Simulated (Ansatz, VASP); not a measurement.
## Zn in VASP and in Ansatz

INCAR

```
SYSTEM = Zn
  ALGO = Normal
  EDIFF = 1E-8
  ENCUT = 520
  GGA = PE
  ISIF = 2
  ISMEAR = -1
  LASPH = .True.
  LCHARG = .False.
  LEFG = .True.
  LREAL = .False.
  LWAVE = .False.
  NBANDS = 19
  NELM = 60
  PREC = Accurate
  SIGMA = 0.03
```

File KPOINTS:

```
k-points
0
Gamma
  18 18 8
  0 0 0
```

POSCAR

```
Zn
1.0
    2.6647980532     -0.0399719708     -0.0399719708
   -1.3670157688      2.3277687954     -0.0146307568
   -0.0742005000     -0.0742005000      4.9467000000
Zn
2
Direct
    0.3333333333      0.6666666667      0.2500000000
    0.6666666667      0.3333333333      0.7500000000
```

Input for Ansatz:

```yaml
crystal:
  lattice:
    - [2.6647980532, -0.0399719708, -0.0399719708]
    - [-1.3670157688, 2.3277687954, -0.0146307568]
    - [-0.0742005, -0.0742005, 4.9467]
  atoms:
    - { symbol: Zn, position: [0.3333333333, 0.6666666667, 0.25] }
    - { symbol: Zn, position: [0.6666666667, 0.3333333333, 0.75] }
kpoints:
  mp_grid: { grid: [18, 18, 8] }
scf:
  occupations: { method: fermi_dirac, width: 0.03 }
hamiltonian:
  xc: pbe
  pseudopotentials: { kind: all_electron, datasets: crystal }
output:
  forces: true
  stress: true
  eigenvalues: true
  efg: { contact_densities: true }
```

Change from the starting cell: equal xy, yz and zx shear strains of -3 %, crystal datasets.

Alike in both runs: task electric field gradients; functional PBE; k mesh 18 × 18 × 8; occupations fermi-dirac, width 0.03 eV; no spin polarisation.

```csv
,VASP,Ansatz
version,VASP 6.6.1,Ansatz 0.2.0
potentials or method,"VASP PAW PBE potentials, release 64 (Zn), cutoff 520 eV","all-electron PAW with datasets made for the crystal, scalar-relativistic"
```

```csv
,VASP,Ansatz,Ansatz less VASP
pressure (GPa),0.2,-0.1,-0.32
"traceless stress, the component that is largest in VASP (GPa)",1.64,1.63,-0.015
rms of the force components (eV/Å),0.003,0.004,+0.0009
size of Vzz on the site where it differs most (V/Å²),35.7,35.6,-0.08
```

Atom by atom the forces differ by 0.001 eV/Å (rms over components). Ansatz ran all-electron here, and VASP with PAW potentials.
